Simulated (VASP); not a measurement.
# CdI2 (P-3m1) in VASP: a series of runs

CdI2 is run at these levels: PBEsol, PBE, PBE+D4, LDA, PBE+U; tasks: single point.

All numbers are computed with VASP 6.6.1; they aren't measurements. Logs are shortened: lines on timing, memory, paths and dates and some standing lists are left out, and cuts for length are marked.

### Step 1. The cell of the first run

It takes space group P-3m1 (No. 164, trigonal). The conventional cell has a = 4.291 Å, b = 4.291 Å, c = 7.304 Å, α = 90.00°, β = 90.00°, γ = 120.00°. Cd (site symmetry -3m) has 6 I at 3.02 Å within 4.0 Å. I (site symmetry 3m) has 3 Cd at 3.02 Å within 4.0 Å.

### Step 2. Single point, PBEsol

File INCAR:

```
SYSTEM = CdI2
ALGO     = Normal         ! electronic algorithm
EDIFF    = 1E-6           ! SCF threshold, eV
ENCUT    = 500            ! plane-wave cutoff, eV
GGA      = PS             ! functional
GGA_COMPAT= .False.      
ISIF     = 2              ! what is computed and relaxed
ISMEAR   = 0              ! smearing method
ISYM     = 0            
LASPH    = .True.         ! aspherical terms in the spheres
LCHARG   = .False.        ! write CHGCAR
LREAL    = .False.        ! projectors in reciprocal space
LWAVE    = .False.        ! write WAVECAR
NBANDS   = 20             ! bands
NELM     = 120            ! most SCF steps
PREC     = Accurate       ! precision mode
SIGMA    = 0.1            ! smearing width, eV
```

File KPOINTS:

```
k-points
0
Gamma
  1 3 1
  0 0 0
```

File POSCAR:

```
CdI2
1.0
    4.2910112908      0.0000000000      0.0000000000
   -2.1455056454      3.7161247857      0.0000000000
    0.0000000000      0.0000000000      7.3035834400
Cd I
1 2
Direct
    0.0000000000      0.0000000000      0.0000000000
    0.3333333333      0.6666666667      0.2357908500
    0.6666666667      0.3333333333      0.7642091500
```

Potentials or basis: VASP PAW PBE potentials, release 64 (Cd, I).

Launch:

```console
$ cat potpaw_PBE.64/Cd/POTCAR potpaw_PBE.64/I/POTCAR > POTCAR
$ mpirun -np 1 vasp_std > vasp.out
```

OUTCAR:

```text
SYSTEM = CdI2
   EDIFF = 1E-6
   ENCUT = 500
   GGA = PS
   ISIF = 2
   ISMEAR = 0
   ISYM = 0
   LASPH = .True.
   LREAL = .False.
   NELM = 120
   PREC = Accurate

 ion  position               nearest neighbor table
   1  0.000  0.000  0.000-   2 3.02   3 3.02   2 3.02   3 3.02   3 3.02   2 3.02
   2  0.333  0.667  0.236-   1 3.02   1 3.02   1 3.02
   3  0.667  0.333  0.764-   1 3.02   1 3.02   1 3.02

IMPORTANT INFORMATION: All symmetrisations will be switched off!
NOSYMM: (Re-)initialisation of all symmetry stuff for point group C_1.

----------------------------------------------------------------------------------------

                                     Primitive cell

  volume of cell :     116.4625

  direct lattice vectors                    reciprocal lattice vectors
     4.291011291  0.000000000  0.000000000     0.233045297  0.134548765  0.000000000
    -2.145505645  3.716124786  0.000000000     0.000000000  0.269097530  0.000000000
     0.000000000  0.000000000  7.303583440     0.000000000  0.000000000  0.136919090

  length of vectors
     4.291011291  4.291011291  7.303583440     0.269097530  0.269097530  0.136919090

  position of ions in fractional coordinates (direct lattice)
     0.000000000  0.000000000  0.000000000
     0.333333333  0.666666667  0.235790850
     0.666666667  0.333333333  0.764209150

  ion indices of the primitive-cell ions
   primitive index   ion index
                 1           1
                 2           2
                 3           3

----------------------------------------------------------------------------------------

 KPOINTS: k-points

Automatic generation of k-mesh.
 Grid dimensions read from file:
 generate k-points for:    1    3    1

 Generating k-lattice:

  Cartesian coordinates                     Fractional coordinates (reciprocal lattice)
     0.233045297  0.134548765  0.000000000     1.000000000  0.000000000  0.000000000
     0.000000000  0.089699177  0.000000000     0.000000000  0.333333333  0.000000000
     0.000000000  0.000000000  0.136919090     0.000000000  0.000000000  1.000000000

  Length of vectors
     0.269097530  0.089699177  0.136919090

  Shift w.r.t. Gamma in fractional coordinates (k-lattice)
     0.000000000  0.000000000  0.000000000

 -----------------------------------------------------------------------------
|                                                                             |
|           W    W    AA    RRRRR   N    N  II  N    N   GGGG   !!!           |
|           W    W   A  A   R    R  NN   N  II  NN   N  G    G  !!!           |
|           W    W  A    A  R    R  N N  N  II  N N  N  G       !!!           |
|           W WW W  AAAAAA  RRRRR   N  N N  II  N  N N  G  GGG   !            |
|           WW  WW  A    A  R   R   N   NN  II  N   NN  G    G                |
|           W    W  A    A  R    R  N    N  II  N    N   GGGG   !!!           |
|                                                                             |
|     Your reciprocal lattice and k-lattice belong to different lattice       |
|     classes:                                                                |
|                                                                             |
|        The reciprocal lattice is hexagonal,                                 |
|        whereas your k-lattice is base centered orthorhombic.                |
|                                                                             |
|     Results are often still useful ...                                      |
|                                                                             |
 -----------------------------------------------------------------------------

 WARNING: IBZKPT: internal override: KBLOWUP is changed to .FALSE.
      ... skipping the blow-up phase ...

 Subroutine IBZKPT returns following result:
 ===========================================

 Found      2 irreducible k-points:

 Following reciprocal coordinates:
            Coordinates               Weight
  0.000000  0.000000  0.000000      1.000000
  0.000000  0.333333  0.000000      2.000000
   k-points           NKPTS =      2   k-points in BZ     NKDIM =      2   number of bands    NBANDS=     20
   number of dos      NEDOS =    301   number of ions     NIONS =      3
   total plane-waves  NPLWV =  55296
   dimension x,y,z NGX =    32 NGY =   32 NGZ =   54
   dimension x,y,z NGXF=    64 NGYF=   64 NGZF=  108
   ions per type =               1   2
   NGX,Y,Z   is equivalent  to a cutoff of  12.40, 12.40, 12.29 a.u.
   NGXF,Y,Z  is equivalent  to a cutoff of  24.80, 24.80, 24.58 a.u.
 SYSTEM =  CdI2
   PREC   = accura    normal or accurate (medium, high low for compatibility)
   ISTART =      0    job   : 0-new  1-cont  2-samecut
   ICHARG =      2    charge: 1-file 2-atom 10-const
   ISPIN  =      1    spin polarized calculation?
   LNONCOLLINEAR =      F non collinear calculations
   LSORBIT =      F    spin-orbit coupling
   LASPH  =      T    aspherical Exc in radial PAW
   ENCUT  =  500.0 eV  36.75 Ry    6.06 a.u.   7.82  7.82 13.32*2*pi/ulx,y,z
   NELM   =    120;   NELMIN=  2; NELMDL= -5     # of ELM steps
   EDIFF  = 0.1E-05   stopping-criterion for ELM
   LREAL  =      F    real-space projection
   EDIFFG = 0.1E-04   stopping-criterion for IOM
   NSW    =      0    number of steps for IOM
   IBRION =     -1    ionic relax: 0-MD 1-quasi-New 2-CG
   NFREE  =      0    steps in history (QN), initial steepest desc. (CG)
   ISIF   =      2    stress and relaxation
   ISYM   =      0    0-nonsym 1-usesym 2-fastsym
   POTIM  = 0.5000    time-step for ionic-motion
   TEBEG  =    0.0;   TEEND  =   0.0 temperature during run
   PSTRESS=    0.0 pullay stress
   NELECT =      26.0000    total number of electrons
   NUPDOWN=      -1.0000    fix difference up-down
   EMIN   =  10.00;   EMAX   =-10.00  energy-range for DOS
   EFERMI =   0.00;   METHOD = LEGACY
   ISMEAR =     0;   SIGMA  =   0.10  broadening in eV -4-tet -1-fermi 0-gaus
   EFERMI_NEDOS =   21; number of points for ismear=-14 and -15
   IALGO  =     38    algorithm
   IMIX   =      4    mixing-type and parameters
     AMIX     =   0.40;   BMIX     =  1.00
     AMIX_MAG =   1.60;   BMIX_MAG =  1.00
  volume/ion in A,a.u.               =      38.82       261.98
  Fermi-wavevector in a.u.,A,eV,Ry     =   0.993125  1.876734 13.419392  0.986298
  Thomas-Fermi vector in A             =   2.124985
   LORBIT       =      0    0 simple, 1 ext, 2 COOP (PROOUT), +10 PAW based schemes
   GGA     = PS    functional components
   LHFCALC =     F    Hartree Fock is set to
   AEXX    =    0.0000 exact exchange contribution
   IVDW    =     0    specifies the selected vdW correction
   LEPSILON=     F    determine dielectric tensor
   LRPA    =     F    only Hartree local field effects (RPA)
 non-spin polarized calculation
 Gauss-broadening in eV      SIGMA  =   0.10
  energy-cutoff  :      500.00
  volume of cell :      116.46
 maximum number of plane-waves:      2962
 NGX is ok and might be reduce to    30
   NGX = 15   NGY = 15   NGZ = 27

 number of electron      26.0000001 magnetization

 Free energy of the ion-electron system (eV)
  ---------------------------------------------------
  ext. energy  EPLUGINS =         0.00000000
  ---------------------------------------------------
  free energy    TOTEN  =        -3.60143097 eV

  energy without entropy =       -3.60143097  energy(sigma->0) =       -3.60143097

 E-fermi :   1.8677     XC(G=0):  -8.1706

 val. band max:        1.3939553114   @ k =   0.0000   0.0000   0.0000
 cond. band min:       3.6153402399   @ k =   0.0000   0.0000   0.0000
 fundamental gap:      2.2213849285
 Fermi energy:         1.8676656899

 k-point     1 :       0.0000    0.0000    0.0000
  band No.  band energies     occupation
      1     -10.4820      2.00000
      2      -9.8695      2.00000
      3      -6.5124      2.00000
      4      -6.4779      2.00000
      5      -6.4160      2.00000
      6      -6.3621      2.00000
      7      -6.3012      2.00000
      8      -2.2151      2.00000
      9       1.0603      2.00000
     10       1.1249      2.00000
     11       1.1943      2.00000
     12       1.2886      2.00000
     13       1.3940      2.00000
     14       3.6153      0.00000
     15       5.6798      0.00000
     16       7.3922      0.00000
     17       7.4843      0.00000
     18       9.0104      0.00000
     19      10.0587      0.00000
     20      10.2581      0.00000

 k-point     2 :       0.0000    0.3333    0.0000
  band No.  band energies     occupation
      1     -10.0659      2.00000
      2      -9.8224      2.00000
      3      -6.4817      2.00000
      4      -6.4254      2.00000
      5      -6.3378      2.00000
      6      -6.2641      2.00000
      7      -6.2233      2.00000
      8      -2.2423      2.00000
      9      -1.0277      2.00000
     10      -0.3370      2.00000
     11       0.2520      2.00000
     12       1.0362      2.00000
     13       1.3788      2.00000
     14       4.1100      0.00000
     15       6.3776      0.00000
     16       7.6570      0.00000
     17       7.8998      0.00000
     18       8.3504      0.00000
     19       9.5356      0.00000
     20       9.9616      0.00000

------------------------ aborting loop because EDIFF is reached ----------------------------------------

  FORCE on cell =-STRESS in cart. coord.  units (eV):
  Direction    XX          YY          ZZ          XY          YZ          ZX
  --------------------------------------------------------------------------------------
  -------------------------------------------------------------------------------------
  Total        7.9282741      1.8405446      1.3845376     -0.0000355     -1.2070000     -0.0000023
  in kB      109.0694941     25.3204250     19.0471234     -0.0004882    -16.6047337     -0.0000319
  external PRESSURE =      51.1456808 kB  Pullay stress =       0.0000000 kB

 VOLUME and BASIS-vectors are now :
 -----------------------------------------------------------------------------
  energy-cutoff  :      500.00
  volume of cell :      116.46
      direct lattice vectors                 reciprocal lattice vectors
     4.291011291  0.000000000  0.000000000     0.233045297  0.134548765  0.000000000
    -2.145505645  3.716124786  0.000000000     0.000000000  0.269097530  0.000000000
     0.000000000  0.000000000  7.303583440     0.000000000  0.000000000  0.136919090

 POSITION                                       TOTAL-FORCE (eV/Angst)
 -----------------------------------------------------------------------------------
      0.00000      0.00000      0.00000         0.000001      0.000001      0.000001
     -0.00000      2.47742      1.72212        -0.000002      0.053581      0.145583
      2.14551      1.23871      5.58147         0.000001     -0.053582     -0.145584
 -----------------------------------------------------------------------------------
    total drift:                                0.000002     -0.000001     -0.000002

  FREE ENERGIE OF THE ION-ELECTRON SYSTEM (eV)
  ---------------------------------------------------
  free  energy   TOTEN  =        -3.6014309658 eV

  energy  without entropy=       -3.6014309658  energy(sigma->0) =       -3.60143097
```

Run time: 5.5 s. Hardware: 1 thread of Intel Xeon Platinum 8488C (Sapphire Rapids), shared host; peak memory 0.21 GiB.

What came out:

```yaml
Free_energy: -3.6014 eV
Pressure: 5.1 GPa
Largest_force: 0.155 eV/Å
Band_gap_on_the_k_mesh: 2.22 eV
```

Forces on the atoms (eV/Å):
```
Cd   0.000  0.000  0.000
I    0.000  0.054  0.146
I    0.000 -0.054 -0.146
```

Caveat: the k points lie up to 1.49 Å⁻¹ apart; the PAW data sets were made with another functional, which shifts forces and pressure a little; spin-orbit coupling is left out, which moves the levels of the heavy elements; an odd mesh through Γ misses points on the zone boundary, where band edges can lie; this functional lacks dispersion, which binds the layers, so the pressure and a relaxed spacing across them are unreliable.

[end of part 1 of 2]
